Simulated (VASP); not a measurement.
Crystal: ZnCl4.

```
Zn Cl
1.0
    -3.44074    3.44074    3.44074
     3.44074   -3.44074    3.44074
     3.44074    3.44074   -3.44074
Zn Cl
1 4
Direct
  0.00000 0.00000 0.00000
  0.34960 0.34960 0.34960
  0.65040 0.00000 0.00000
  0.00000 0.00000 0.65040
  0.00000 0.65040 0.00000
```

The cell was generated, and may not be a known phase.

```yaml
Program: VASP 6.6.1
Task: relaxation of cell and atoms
Functional: PBE
Potentials_or_basis: VASP PAW PBE potentials, release 64 (Zn, Cl)
Cutoff: 600 eV
k_mesh: 4 × 4 × 4
Occupations: gaussian, width 0.1 eV
Spin: no spin polarisation
```

At the start: pressure 5.3 GPa; volume 32.59 Å³/atom.

Task: Where does the relaxation end?

Result: Over 18 steps the energy falls by 150.2 meV/atom and the volume is 28.07 Å³/atom (-13.9 %); space group I-43m (No. 217, to 0.1 Å) before and after.

Step by step:
```tsv
step	energy change (eV)	largest force (eV/Å)	pressure (GPa)	volume (Å³)
1	0.0000	2.1204	5.32	162.94
2	-0.5267	0.2513	-1.54	189.82
3	-0.5745	0.1504	-0.34	182.58
4	-0.5827	0.1549	-0.30	180.77
5	-0.6066	0.1741	-0.26	175.42
6	-0.6509	0.2230	-0.01	165.03
7	-0.7086	0.3656	0.86	145.50
8	-0.3301	0.5751	7.46	111.19
9	-0.6841	0.5157	1.55	142.64
10	-0.6880	0.5013	1.51	142.24
11	-0.6986	0.4599	1.43	141.05
12	-0.7158	0.3774	1.32	138.68
13	-0.7326	0.2177	1.23	134.03
14	-0.7330	0.1878	1.20	133.17
15	-0.7387	0.1639	0.99	134.30
16	-0.7490	0.0894	0.42	137.75
17	-0.7438	0.0518	-0.53	144.83
18	-0.7508	0.0384	0.04	140.33
```

Final structure:
```cif
data_structure
_symmetry_space_group_name_H-M 'P 1'
_symmetry_Int_Tables_number 1
_cell_length_a 5.6701
_cell_length_b 5.6701
_cell_length_c 5.6701
_cell_angle_alpha 109.471
_cell_angle_beta 109.471
_cell_angle_gamma 109.471
_cell_volume 140.33
loop_
_atom_site_label
_atom_site_type_symbol
_atom_site_fract_x
_atom_site_fract_y
_atom_site_fract_z
_atom_site_occupancy
Zn1 Zn 0.00000 0.00000 0.00000 1
Cl1 Cl 0.40160 0.40160 0.40160 1
Cl2 Cl 0.59840 0.00000 0.00000 1
Cl3 Cl 0.00000 0.00000 0.59840 1
Cl4 Cl 0.00000 0.59840 0.00000 1
```
